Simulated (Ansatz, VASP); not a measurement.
One calculation of BaZrO3, two programs

```xyz
5
Lattice="4.2267 0.0000 0.0000 0.0000 4.2267 0.0000 0.0000 0.0000 4.2267" Properties=species:S:1:pos:R:3 pbc="T T T"
Ba    2.1134    2.1134    2.1134
Zr    0.0000    0.0000    0.0000
O     2.1134    0.0000    0.0000
O     0.0000    2.1134    0.0000
O     0.0000    0.0000    2.1134
```

Alike in both runs: functional PBE; k mesh 4 × 4 × 4; occupations gaussian, width 0.1 eV; no spin polarisation.

Ansatz relaxed the structure, and its values are those at the end. VASP's run is a single point on that final structure, the one shown.

```csv
,VASP,Ansatz
version,VASP 6.6.1,Ansatz 0.2.0
potentials or method,"VASP PAW PBE potentials, release 64 (Ba_sv, Zr_sv, O), cutoff 520 eV","scalar-relativistic, plane waves, PAW"
valence electrons in the cell,40,40
```

Ansatz gave:

- gap on the k mesh at the Fermi level (eV): 3.17
- least direct gap on the mesh (eV): 3.40
- pressure (GPa): 0.1

Question: Estimate VASP's values.

Answer: gap on the k mesh at the Fermi level (eV): 3.13; least direct gap on the mesh (eV): 3.38; pressure (GPa): 1.0.

The functional is the same, so the differences come from potentials, cutoffs and numerics.

Neither program's run includes spin-orbit coupling.
